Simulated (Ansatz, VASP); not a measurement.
Two plane-wave programs on AlN

INCAR

```
ALGO     = Normal         # electronic algorithm
EDIFF    = 1E-6           # SCF threshold, eV
ENCUT    = 520            # plane-wave cutoff, eV
GGA      = PE             # functional
ISIF     = 2              # what is computed and relaxed
ISMEAR   = 0              # smearing method
LASPH    = T              # aspherical terms in the spheres
LCHARG   = T              # write CHGCAR
LELF     = T              # ELF
LREAL    = F              # projectors in reciprocal space
LVHAR    = T            
LWAVE    = F              # write WAVECAR
NBANDS   = 26             # bands
NELM     = 100            # most SCF steps
PREC     = Accurate       # precision mode
SIGMA    = 0.05           # smearing width, eV
```

The input KPOINTS:

```
k-points
0
Gamma
  8 6 4
```

Contents of POSCAR:

```
AlN
1.0
   -1.6567491617      2.8695737234      0.0000000000
    0.0000000000      0.0000000000      4.1874629526
    4.9702474850      2.8695737234      0.0000000000
Al N
4 4
Direct
    0.6646586028      0.7500000000      0.2215528676
    0.0000000000      0.7500000000      0.6666666667
    0.0000000000      0.2500000000      0.3333333333
    0.5000000000      0.2500000000      0.8333333333
    0.5000000000      0.2500000000      0.1666666667
    0.0000000000      0.2500000000      0.6666666667
    0.0000000000      0.7500000000      0.3333333333
    0.5000000000      0.7500000000      0.8333333333
```

Input for Ansatz:

```yaml
crystal:
  lattice:
    - [-1.6567491617, 2.8695737234, 0.0]
    - [0.0, 0.0, 4.1874629526]
    - [4.970247485, 2.8695737234, 0.0]
  atoms:
    - { symbol: Al, position: [0.6646586028, 0.75, 0.2215528676] }
    - { symbol: Al, position: [0.0, 0.75, 0.6666666667] }
    - { symbol: Al, position: [0.0, 0.25, 0.3333333333] }
    - { symbol: Al, position: [0.5, 0.25, 0.8333333333] }
    - { symbol: "N", position: [0.5, 0.25, 0.1666666667] }
    - { symbol: "N", position: [0.0, 0.25, 0.6666666667] }
    - { symbol: "N", position: [0.0, 0.75, 0.3333333333] }
    - { symbol: "N", position: [0.5, 0.75, 0.8333333333] }
basis:
  ecutwfc: 420
kpoints:
  mp_grid: { grid: [8, 6, 4] }
hamiltonian:
  xc: pbe
  pseudopotentials: { kind: paw, azcp: { folder: soft_1 } }
scf:
  occupations: { method: gaussian, width: 0.05 }
output:
  forces: true
  stress: true
  eigenvalues: true
```

Alike in both runs: task single point; functional PBE; k mesh 8 × 6 × 4; occupations gaussian, width 0.05 eV; no spin polarisation.

```csv
,VASP,Ansatz
version,VASP 6.6.1,Ansatz 0.2.0
potentials or method,"VASP PAW PBE potentials, release 64 (Al, N), cutoff 520 eV","scalar-relativistic, plane waves, PAW"
valence electrons in the cell,32,32
```

Ansatz gave:

| Quantity | Value |
| --- | --- |
| gap on the k mesh at the Fermi level (eV) | 2.83 |
| least direct gap on the mesh (eV) | 2.83 |
| rms of the force components (eV/Å) | 12.689 |

Question: Which values does VASP return?

Answer: gap on the k mesh at the Fermi level (eV): 2.83; least direct gap on the mesh (eV): 2.83; rms of the force components (eV/Å): 12.364.

Atom by atom the forces differ by 0.326 eV/Å (rms over components).
